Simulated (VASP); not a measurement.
# Mg (P6_3/mmc) in VASP: single point with PBEsol

Aim: the single point of Mg with PBEsol.

All numbers are computed with VASP 6.6.1; they aren't measurements. Logs are shortened: lines on timing, memory, paths and dates and some standing lists are left out, and cuts for length are marked.

**1. The cell of the first run**

It takes space group P6_3/mmc (No. 194, hexagonal). Conventional cell: a = 3.209 Å, b = 3.209 Å, c = 5.210 Å, α = 90.00°, β = 90.00°, γ = 120.00°. Within 4.2 Å of Mg (site symmetry -6m2) lie 12 Mg at 3.20 to 3.21 Å.

**2. Single point, PBEsol**

INCAR reads:

```
SYSTEM = Mg
PREC = Accurate ; ENCUT = 520
EDIFF = 1E-6 ; ISMEAR = 1
SIGMA = 0.1 ; LREAL = .False.
LASPH = .True. ; NELM = 100
ALGO = Normal ; ISIF = 2
LWAVE = .False. ; LCHARG = .False.
GGA = PS ; NBANDS = 9
```

KPOINTS reads:

```
Automatic mesh
0
Gamma
  9 9 5
  0 0 0
```

POSCAR reads:

```
Mg
1.0
    3.2093000000      0.0000000000      0.0000000000
   -1.6046500000      2.7793353300      0.0000000000
    0.0000000000      0.0000000000      5.2103000000
Mg
2
Direct
    0.3333333333      0.6666666667      0.2500000000
    0.6666666667      0.3333333333      0.7500000000
```

Potentials or basis: VASP PAW PBE potentials, release 64 (Mg).

The run is started by

```sh
$ cat potpaw_PBE.64/Mg/POTCAR > POTCAR
$ mpirun -np 1 vasp_std > vasp.out
```

OUTCAR:

```text
SYSTEM = Mg
   PREC = Accurate
   ENCUT = 520
   EDIFF = 1E-6
   ISMEAR = 1
   LREAL = .False.
   LASPH = .True.
   NELM = 100
   ISIF = 2
   GGA = PS

 ion  position               nearest neighbor table
   1  0.333  0.667  0.250-   2 3.20   2 3.20   2 3.20   2 3.20   2 3.20   2 3.20
   2  0.667  0.333  0.750-   1 3.20   1 3.20   1 3.20   1 3.20   1 3.20   1 3.20

  LATTYP: Found a hexagonal cell.
 ALAT       =     3.2093000000
 C/A-ratio  =     1.6235004518

  Lattice vectors:

 A1 = (   3.2093000000,   0.0000000000,   0.0000000000)
 A2 = (  -1.6046500000,   2.7793353300,   0.0000000000)
 A3 = (   0.0000000000,   0.0000000000,   5.2103000000)

Analysis of symmetry for initial positions (statically):
=====================================================================
 Subroutine PRICEL returns:
 Original cell was already a primitive cell.

 Routine SETGRP: Setting up the symmetry group for a
 hexagonal supercell.

 Subroutine GETGRP returns: Found 24 space group operations
 (whereof 12 operations were pure point group operations)
 out of a pool of 24 trial point group operations.

The static configuration has the point symmetry D_3d.
 The point group associated with its full space group is D_6h.

Analysis of symmetry for dynamics (positions and initial velocities):
=====================================================================
 Subroutine PRICEL returns:
 Original cell was already a primitive cell.

 Routine SETGRP: Setting up the symmetry group for a
 hexagonal supercell.

 Subroutine GETGRP returns: Found 24 space group operations
 (whereof 12 operations were pure point group operations)
 out of a pool of 24 trial point group operations.

The dynamic configuration has the point symmetry D_3d.
 The point group associated with its full space group is D_6h.

 Subroutine INISYM returns: Found 24 space group operations
 (whereof 12 operations are pure point group operations),
 and found     1 'primitive' translations

----------------------------------------------------------------------------------------

                                     Primitive cell

  volume of cell :      46.4744

  direct lattice vectors                    reciprocal lattice vectors
     3.209300000  0.000000000  0.000000000     0.311594429  0.179899127  0.000000000
    -1.604650000  2.779335330  0.000000000     0.000000000  0.359798254  0.000000000
     0.000000000  0.000000000  5.210300000     0.000000000  0.000000000  0.191927528

  length of vectors
     3.209300000  3.209300001  5.210300000     0.359798255  0.359798254  0.191927528

  position of ions in fractional coordinates (direct lattice)
     0.333333333  0.666666667  0.250000000
     0.666666667  0.333333333  0.750000000

  ion indices of the primitive-cell ions
   primitive index   ion index
                 1           1
                 2           2

----------------------------------------------------------------------------------------

 KPOINTS: Automatic mesh

Automatic generation of k-mesh.
 Grid dimensions read from file:
 generate k-points for:    9    9    5

 Generating k-lattice:

  Cartesian coordinates                     Fractional coordinates (reciprocal lattice)
     0.034621603  0.019988792  0.000000000     0.111111111 -0.000000000  0.000000000
     0.000000000  0.039977584  0.000000000     0.000000000  0.111111111  0.000000000
     0.000000000  0.000000000  0.038385506     0.000000000  0.000000000  0.200000000

  Length of vectors
     0.039977584  0.039977584  0.038385506

  Shift w.r.t. Gamma in fractional coordinates (k-lattice)
     0.000000000  0.000000000  0.000000000

 Subroutine IBZKPT returns following result:
 ===========================================

 Found     36 irreducible k-points:

 Following reciprocal coordinates:
            Coordinates               Weight
  0.000000  0.000000  0.000000      1.000000
  0.111111  0.000000  0.000000      6.000000
  0.222222  0.000000  0.000000      6.000000
  0.333333  0.000000  0.000000      6.000000
  0.444444  0.000000  0.000000      6.000000
  0.111111  0.111111  0.000000      6.000000
[... 16 lines left out ...]
  0.333333  0.222222  0.200000     24.000000
  0.333333  0.333333  0.200000      4.000000
 [... further k-points ...]
   k-points           NKPTS =     36   k-points in BZ     NKDIM =     36   number of bands    NBANDS=      9
   number of dos      NEDOS =    301   number of ions     NIONS =      2
   total plane-waves  NPLWV =  23040
   dimension x,y,z NGX =    24 NGY =   24 NGZ =   40
   dimension x,y,z NGXF=    48 NGYF=   48 NGZF=   80
   ions per type =               2
   NGX,Y,Z   is equivalent  to a cutoff of  12.43, 12.43, 12.76 a.u.
   NGXF,Y,Z  is equivalent  to a cutoff of  24.86, 24.86, 25.53 a.u.
 SYSTEM =  Mg
   PREC   = accura    normal or accurate (medium, high low for compatibility)
   ISTART =      0    job   : 0-new  1-cont  2-samecut
   ICHARG =      2    charge: 1-file 2-atom 10-const
   ISPIN  =      1    spin polarized calculation?
   LNONCOLLINEAR =      F non collinear calculations
   LSORBIT =      F    spin-orbit coupling
   LASPH  =      T    aspherical Exc in radial PAW
   ENCUT  =  520.0 eV  38.22 Ry    6.18 a.u.   5.97  5.97  9.69*2*pi/ulx,y,z
   NELM   =    100;   NELMIN=  2; NELMDL= -5     # of ELM steps
   EDIFF  = 0.1E-05   stopping-criterion for ELM
   LREAL  =      F    real-space projection
   EDIFFG = 0.1E-04   stopping-criterion for IOM
   NSW    =      0    number of steps for IOM
   IBRION =     -1    ionic relax: 0-MD 1-quasi-New 2-CG
   NFREE  =      0    steps in history (QN), initial steepest desc. (CG)
   ISIF   =      2    stress and relaxation
   ISYM   =      2    0-nonsym 1-usesym 2-fastsym
   POTIM  = 0.5000    time-step for ionic-motion
   TEBEG  =    0.0;   TEEND  =   0.0 temperature during run
   PSTRESS=    0.0 pullay stress
   NELECT =       4.0000    total number of electrons
   NUPDOWN=      -1.0000    fix difference up-down
   EMIN   =  10.00;   EMAX   =-10.00  energy-range for DOS
   EFERMI =   0.00;   METHOD = LEGACY
   ISMEAR =     1;   SIGMA  =   0.10  broadening in eV -4-tet -1-fermi 0-gaus
   EFERMI_NEDOS =   21; number of points for ismear=-14 and -15
   IALGO  =     38    algorithm
   IMIX   =      4    mixing-type and parameters
     AMIX     =   0.40;   BMIX     =  1.00
     AMIX_MAG =   1.60;   BMIX_MAG =  1.00
  volume/ion in A,a.u.               =      23.24       156.81
  Fermi-wavevector in a.u.,A,eV,Ry     =   0.722809  1.365911  7.108401  0.522453
  Thomas-Fermi vector in A             =   1.812866
   LORBIT       =      0    0 simple, 1 ext, 2 COOP (PROOUT), +10 PAW based schemes
   GGA     = PS    functional components
   LHFCALC =     F    Hartree Fock is set to
   AEXX    =    0.0000 exact exchange contribution
   IVDW    =     0    specifies the selected vdW correction
   LEPSILON=     F    determine dielectric tensor
   LRPA    =     F    only Hartree local field effects (RPA)
 non-spin polarized calculation
 Methfessel and Paxton  Order N= 1 SIGMA  =   0.10
  energy-cutoff  :      520.00
  volume of cell :       46.47
 maximum number of plane-waves:      1269
 NGX is ok and might be reduce to    24
   NGX = 11   NGY = 11   NGZ = 19

 number of electron       4.0000000 magnetization

 Free energy of the ion-electron system (eV)
  ---------------------------------------------------
  ext. energy  EPLUGINS =         0.00000000
  ---------------------------------------------------
  free energy    TOTEN  =        -3.43583202 eV

  energy without entropy =       -3.43644846  energy(sigma->0) =       -3.43603750

 E-fermi :   2.4845     XC(G=0):  -8.4958

 val. band max:        2.4652206638   @ k =   0.4444   0.0000   0.4000
 cond. band min:       2.5823338525   @ k =   0.4444   0.1111   0.4000
 fundamental gap:      0.1171131886
 Fermi energy:         2.4844794619

 k-point     1 :       0.0000    0.0000    0.0000
  band No.  band energies     occupation
      1      -4.3474      2.00000
      2       0.8646      2.00000
      3       1.2901      2.00000
      4      13.3845      0.00000
      5      13.3845      0.00000
      6      13.4778      0.00000
      7      13.4778      0.00000
      8      14.2780      0.00000
      9      15.8546      0.00000

 k-point     2 :       0.1111    0.0000    0.0000
  band No.  band energies     occupation
      1      -4.1066      2.00000
      2       1.0851      2.00000
      3       1.5241      2.00000
      4      10.2731      0.00000
      5      11.8126      0.00000
      6      12.6068      0.00000
      7      14.9555      0.00000
      8      15.0784      0.00000
      9      15.3463      0.00000

 k-point     3 :       0.2222    0.0000    0.0000
  band No.  band energies     occupation
      1      -3.3876      2.00000
      2       1.7471      2.00000
      3       2.2077      2.00064
      4       7.0447      0.00000
      5      10.5978      0.00000
      6      10.9433      0.00000
      7      11.7373      0.00000
      8      13.0939      0.00000
      9      15.1064      0.00000

 k-point     4 :       0.3333    0.0000    0.0000
  band No.  band energies     occupation
      1      -2.2012      2.00000
      2       2.8517     -0.00000
      3       3.1073     -0.00000
      4       4.3971     -0.00000
      5       8.8649      0.00000
      6       9.0276      0.00000
      7       9.7902      0.00000
      8      11.5004      0.00000
      9      14.1959      0.00000

 k-point     5 :       0.4444    0.0000    0.0000
  band No.  band energies     occupation
      1      -0.5662      2.00000
      2       1.4749      2.00000
      3       4.3939     -0.00000
      4       5.0735      0.00000
      5       6.4293      0.00000
      6       6.9763      0.00000
      7       9.3874      0.00000
      8      10.8008      0.00000
      9      13.7353      0.00000

 k-point     6 :       0.1111    0.1111    0.0000
  band No.  band energies     occupation
      1      -3.6267      2.00000
      2       1.5263      2.00000
      3       1.9839      2.00000
      4       8.6154      0.00000
      5       8.9352      0.00000
      6      13.1675      0.00000
      7      13.4756      0.00000
      8      13.9075      0.00000
      9      14.0221      0.00000
[... 169 lines left out ...]
 k-point    21 :       0.4444    0.1111    0.2000
  band No.  band energies     occupation
      1       0.7774      2.00000
      2       0.7938      2.00000
      3       3.9583     -0.00000
      4       3.9750     -0.00000
      5       6.7584      0.00000
      6       7.9848      0.00000
      7       8.7885      0.00000
      8      10.2273      0.00000
      9      13.2406      0.00000

 k-point    22 :       0.2222    0.2222    0.2000
  band No.  band energies     occupation
      1      -1.2811      2.00000
      2       1.8620      2.00000
      3       4.8024      0.00000
      4       4.8122      0.00000
      5       6.3380      0.00000
      6       8.1070      0.00000
      7       8.2888      0.00000
      8      12.1620      0.00000
      9      12.4158      0.00000

 k-point    23 :       0.3333    0.2222    0.2000
  band No.  band energies     occupation
      1       0.3352      2.00000
      2       2.3062      2.03021
      3       3.4889     -0.00000
      4       4.4590     -0.00000
      5       5.6556      0.00000
      6       7.3540      0.00000
      7       8.2585      0.00000
      8       9.9819      0.00000
      9      11.9040      0.00000

 k-point    24 :       0.3333    0.3333    0.2000
  band No.  band energies     occupation
      1       2.1237      2.00000
      2       2.1292      2.00001
      3       2.1292      2.00001
      4       5.2043      0.00000
      5       5.5048      0.00000
      6       5.5048      0.00000
      7       9.3833      0.00000
      8       9.9349      0.00000
      9       9.9349      0.00000

 [... further k-points ...]

------------------------ aborting loop because EDIFF is reached ----------------------------------------

  FORCE on cell =-STRESS in cart. coord.  units (eV):
  Direction    XX          YY          ZZ          XY          YZ          ZX
  --------------------------------------------------------------------------------------
  -------------------------------------------------------------------------------------
  Total       -0.3877349     -0.3877349     -0.3006570      0.0000000     -0.0000000      0.0000000
  in kB      -13.3669250    -13.3669250    -10.3649676      0.0000000     -0.0000000      0.0000000
  external PRESSURE =     -12.3662725 kB  Pullay stress =       0.0000000 kB

 VOLUME and BASIS-vectors are now :
 -----------------------------------------------------------------------------
  energy-cutoff  :      520.00
  volume of cell :       46.47
      direct lattice vectors                 reciprocal lattice vectors
     3.209300000  0.000000000  0.000000000     0.311594429  0.179899127  0.000000000
    -1.604650000  2.779335330  0.000000000     0.000000000  0.359798254  0.000000000
     0.000000000  0.000000000  5.210300000     0.000000000  0.000000000  0.191927528

 POSITION                                       TOTAL-FORCE (eV/Angst)
 -----------------------------------------------------------------------------------
     -0.00000      1.85289      1.30258        -0.000000      0.000000      0.000000
      1.60465      0.92645      3.90773         0.000000     -0.000000      0.000000
 -----------------------------------------------------------------------------------
    total drift:                                0.000000     -0.000000      0.000000

  FREE ENERGIE OF THE ION-ELECTRON SYSTEM (eV)
  ---------------------------------------------------
  free  energy   TOTEN  =        -3.4358320244 eV

  energy  without entropy=       -3.4364484568  energy(sigma->0) =       -3.43603750
```

It took 14 s on 1 thread of Intel Xeon 6975P-C, shared host; peak memory 0.16 GiB.

Results:

| Quantity | Value |
| --- | --- |
| Free energy | -3.4358 eV |
| Pressure | -1.2 GPa |
| Band gap on the k mesh | zero (band 2 reaches 3.51 eV, above the bottom of band 3 at 1.29 eV) |

Stress tensor (GPa, compression positive):
```
-1.34  0.00  0.00
 0.00 -1.34  0.00
 0.00  0.00 -1.04
```

Levels at points of the mesh, in eV from the Fermi level:
| k point | band 1 | band 2 | band 3 | band 4 | band 5 |
| --- | --- | --- | --- | --- | --- |
| (0.00, 0.00, 0.00) | -6.83 | -1.62 | -1.19 | 10.90 | 10.90 |

Caveat: the PAW data sets were made with another functional, which shifts forces and pressure a little.
